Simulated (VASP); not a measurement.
# Cs (I4/mmm) in VASP: single point with LDA

Aim: the single point of Cs with LDA.

Program: VASP 6.6.1. These are calculated values, not measurements. Logs are shortened: lines on timing, memory, paths and dates and some standing lists are left out, and cuts for length are marked.

## (1) The cell of the first run

The typed cell holds 1 atom: a = 5.385 Å, b = 5.385 Å, c = 5.385 Å, α = 120.00°, β = 120.00°, γ = 90.01°.

## (2) Single point, LDA

File INCAR:

```
SYSTEM = Cs
PREC = Accurate
ENCUT = 520
EDIFF = 1E-7
ISMEAR = 0
SIGMA = 0.15
LREAL = .False.
LASPH = .True.
NELM = 100
ALGO = Normal
ISIF = 2
LWAVE = .False.
LCHARG = .False.
NBANDS = 10
```

File KPOINTS:

```
regular mesh
0
Gamma
  12 12 12
  0 0 0
```

File POSCAR:

```
Cs
1.0
   -2.6928769341      2.6928769341      3.8077279848
    2.6928769341     -2.6928769341      3.8077279848
    2.6928769341      2.6928769341     -3.8077279848
Cs
1
Direct
    0.0000000000      0.0000000000      0.0000000000
```

Potentials or basis: VASP PAW LDA potentials, release 64 (Cs_sv).

The run is started by

```sh
> cat potpaw_LDA.64/Cs_sv/POTCAR > POTCAR
> mpirun -np 1 vasp_std > vasp.out
```

OUTCAR:

```text
SYSTEM = Cs
   PREC = Accurate
   ENCUT = 520
   EDIFF = 1E-7
   ISMEAR = 0
   LREAL = .False.
   LASPH = .True.
   NELM = 100
   ISIF = 2

 ion  position               nearest neighbor table
   1  0.000  0.000  0.000-

  LATTYP: Found a body centered tetragonal cell.
 ALAT       =     5.3857538682
 C/A-ratio  =     1.4140000000

  Lattice vectors:

 A1 = (  -2.6928769341,   2.6928769341,   3.8077279848)
 A2 = (   2.6928769341,  -2.6928769341,   3.8077279848)
 A3 = (   2.6928769341,   2.6928769341,  -3.8077279848)

Analysis of symmetry for initial positions (statically):
=====================================================================
 Subroutine PRICEL returns:
 Original cell was already a primitive cell.

 Routine SETGRP: Setting up the symmetry group for a
 body centered tetragonal supercell.

 Subroutine GETGRP returns: Found 16 space group operations
 (whereof 16 operations were pure point group operations)
 out of a pool of 16 trial point group operations.

The static configuration has the point symmetry D_4h.

Analysis of symmetry for dynamics (positions and initial velocities):
=====================================================================
 Subroutine PRICEL returns:
 Original cell was already a primitive cell.

 Routine SETGRP: Setting up the symmetry group for a
 body centered tetragonal supercell.

 Subroutine GETGRP returns: Found 16 space group operations
 (whereof 16 operations were pure point group operations)
 out of a pool of 16 trial point group operations.

The dynamic configuration has the point symmetry D_4h.

 Subroutine INISYM returns: Found 16 space group operations
 (whereof 16 operations are pure point group operations),
 and found     1 'primitive' translations

----------------------------------------------------------------------------------------

                                     Primitive cell

  volume of cell :     110.4483

  direct lattice vectors                    reciprocal lattice vectors
    -2.692876934  2.692876934  3.807727985     0.000000000  0.185675028  0.131311901
     2.692876934 -2.692876934  3.807727985     0.185675028  0.000000000  0.131311901
     2.692876934  2.692876934 -3.807727985     0.185675028  0.185675028  0.000000000

  length of vectors
     5.385347228  5.385347228  5.385347228     0.227415987  0.227415987  0.262584143

  position of ions in fractional coordinates (direct lattice)
     0.000000000  0.000000000  0.000000000

  ion indices of the primitive-cell ions
   primitive index   ion index
[... 73 lines left out ...]
   EDIFF  = 0.1E-06   stopping-criterion for ELM
   LREAL  =      F    real-space projection
   EDIFFG = 0.1E-05   stopping-criterion for IOM
   NSW    =      0    number of steps for IOM
   IBRION =     -1    ionic relax: 0-MD 1-quasi-New 2-CG
   NFREE  =      0    steps in history (QN), initial steepest desc. (CG)
   ISIF   =      2    stress and relaxation
   ISYM   =      2    0-nonsym 1-usesym 2-fastsym
   POTIM  = 0.5000    time-step for ionic-motion
   TEBEG  =    0.0;   TEEND  =   0.0 temperature during run
   PSTRESS=    0.0 pullay stress
   NELECT =       9.0000    total number of electrons
   NUPDOWN=      -1.0000    fix difference up-down
   EMIN   =  10.00;   EMAX   =-10.00  energy-range for DOS
   EFERMI =   0.00;   METHOD = LEGACY
   ISMEAR =     0;   SIGMA  =   0.15  broadening in eV -4-tet -1-fermi 0-gaus
   EFERMI_NEDOS =   21; number of points for ismear=-14 and -15
   IALGO  =     38    algorithm
   IMIX   =      4    mixing-type and parameters
     AMIX     =   0.40;   BMIX     =  1.00
     AMIX_MAG =   1.60;   BMIX_MAG =  1.00
  volume/ion in A,a.u.               =     110.45       745.34
  Fermi-wavevector in a.u.,A,eV,Ry     =   0.709746  1.341225  6.853782  0.503739
  Thomas-Fermi vector in A             =   1.796409
   LORBIT       =      0    0 simple, 1 ext, 2 COOP (PROOUT), +10 PAW based schemes
   GGA     = CA    functional components
   LHFCALC =     F    Hartree Fock is set to
   AEXX    =    0.0000 exact exchange contribution
   IVDW    =     0    specifies the selected vdW correction
   LEPSILON=     F    determine dielectric tensor
   LRPA    =     F    only Hartree local field effects (RPA)
 non-spin polarized calculation
 Gauss-broadening in eV      SIGMA  =   0.15
  energy-cutoff  :      520.00
  volume of cell :      110.45
 maximum number of plane-waves:      2996
   NGX = 21   NGY = 21   NGZ = 21

 number of electron       9.0000001 magnetization

 Free energy of the ion-electron system (eV)
  ---------------------------------------------------
  ext. energy  EPLUGINS =         0.00000000
  ---------------------------------------------------
  free energy    TOTEN  =        -0.98756407 eV

  energy without entropy =       -0.97319683  energy(sigma->0) =       -0.98038045

 E-fermi :   0.3813     XC(G=0):  -5.6466

 val. band max:        0.3589120097   @ k =  -0.0833   0.5000   0.0833
 cond. band min:       0.3847129026   @ k =  -0.2500   0.4167   0.0833
 fundamental gap:      0.0258008929
 Fermi energy:         0.3813015503

 k-point     1 :       0.0000    0.0000    0.0000
  band No.  band energies     occupation
      1     -23.4074      2.00000
      2     -10.1377      2.00000
      3     -10.1377      2.00000
      4     -10.1377      2.00000
      5      -1.3399      2.00000
      6       2.7982      0.00000
      7       2.7982      0.00000
      8       2.7987      0.00000
      9       3.9088      0.00000
     10       3.9098      0.00000
[... 287 lines left out ...]
 k-point    24 :      -0.4167    0.1667    0.0000
  band No.  band energies     occupation
      1     -23.4002      2.00000
      2     -10.2650      2.00000
      3     -10.1748      2.00000
      4     -10.1686      2.00000
      5       0.0870      1.99447
      6       1.5554      0.00000
      7       2.3107      0.00000
      8       2.9932      0.00000
      9       3.9441      0.00000
     10       4.6814      0.00000

 [... further k-points ...]
[... 5 lines left out ...]
  --------------------------------------------------------------------------------------
  -------------------------------------------------------------------------------------
  Total       -0.1883568     -0.1883568     -0.1883015      0.0000000      0.0000000      0.0000000
  in kB       -2.7323292     -2.7323292     -2.7315261      0.0000000      0.0000000      0.0000000
  external PRESSURE =      -2.7320615 kB  Pullay stress =       0.0000000 kB

 VOLUME and BASIS-vectors are now :
 -----------------------------------------------------------------------------
  energy-cutoff  :      520.00
  volume of cell :      110.45
      direct lattice vectors                 reciprocal lattice vectors
    -2.692876934  2.692876934  3.807727985     0.000000000  0.185675028  0.131311901
     2.692876934 -2.692876934  3.807727985     0.185675028  0.000000000  0.131311901
     2.692876934  2.692876934 -3.807727985     0.185675028  0.185675028  0.000000000

 POSITION                                       TOTAL-FORCE (eV/Angst)
 -----------------------------------------------------------------------------------
      0.00000      0.00000      0.00000        -0.000000      0.000000     -0.000000
 -----------------------------------------------------------------------------------
    total drift:                               -0.000000     -0.000000     -0.000000

  FREE ENERGIE OF THE ION-ELECTRON SYSTEM (eV)
  ---------------------------------------------------
  free  energy   TOTEN  =        -0.9875640686 eV

  energy  without entropy=       -0.9731968251  energy(sigma->0) =       -0.98038045
```

OSZICAR:

```text
N       E                     dE             d eps       ncg     rms          rms(c)
DAV:   1     0.504367741458E+02    0.50437E+02   -0.29538E+03  3260   0.631E+02
DAV:   2     0.405155310556E+01   -0.46385E+02   -0.45161E+02  4090   0.108E+02
DAV:   3    -0.916419371034E+00   -0.49680E+01   -0.49619E+01  3736   0.401E+01
DAV:   4    -0.987983650162E+00   -0.71564E-01   -0.71551E-01  4312   0.583E+00
DAV:   5    -0.988355536182E+00   -0.37189E-03   -0.37188E-03  4388   0.382E-01    0.125E-01
DAV:   6    -0.987645881866E+00    0.70965E-03   -0.14048E-03  4316   0.168E-01    0.792E-02
DAV:   7    -0.987530122625E+00    0.11576E-03   -0.22346E-03  4242   0.210E-01    0.341E-02
DAV:   8    -0.987563105380E+00   -0.32983E-04   -0.58381E-05  3832   0.486E-02    0.396E-03
DAV:   9    -0.987563928231E+00   -0.82285E-06   -0.21416E-06  4168   0.712E-03    0.223E-03
DAV:  10    -0.987564059574E+00   -0.13134E-06   -0.57339E-07  3830   0.353E-03    0.607E-04
DAV:  11    -0.987564068609E+00   -0.90347E-08   -0.21330E-08  2324   0.743E-04
   1 F= -.98756407E+00 E0= -.98038045E+00  d E =-.143672E-01
```

It took 58 s on 1 thread of Intel Xeon 6975P-C (Granite Rapids), shared host; peak memory 0.31 GiB.

Results:

| Quantity | Value |
| --- | --- |
| Free energy | -0.9876 eV |
| Pressure | -0.3 GPa |

Levels at points of the mesh, in eV from the Fermi level:
```tsv
k point	band 1	band 2	band 3	band 4	band 5	band 6	band 7	band 8	band 9	band 10
(0.00, 0.00, 0.00)	-23.79	-10.52	-10.52	-10.52	-1.72	2.42	2.42	2.42	3.53	3.53
(0.50, 0.00, 0.00)	-23.78	-10.68	-10.54	-10.54	-0.07	0.88	2.28	2.28	4.36	4.36
(0.50, 0.50, 0.00)	-23.78	-10.67	-10.58	-10.58	0.26	1.00	1.54	4.14	4.14	4.38
(0.50, 0.50, 0.50)	-23.78	-10.67	-10.58	-10.58	0.26	1.00	1.54	4.14	4.14	4.38
```

Caveat: spin-orbit coupling is left out, which moves the levels of the heavy elements.
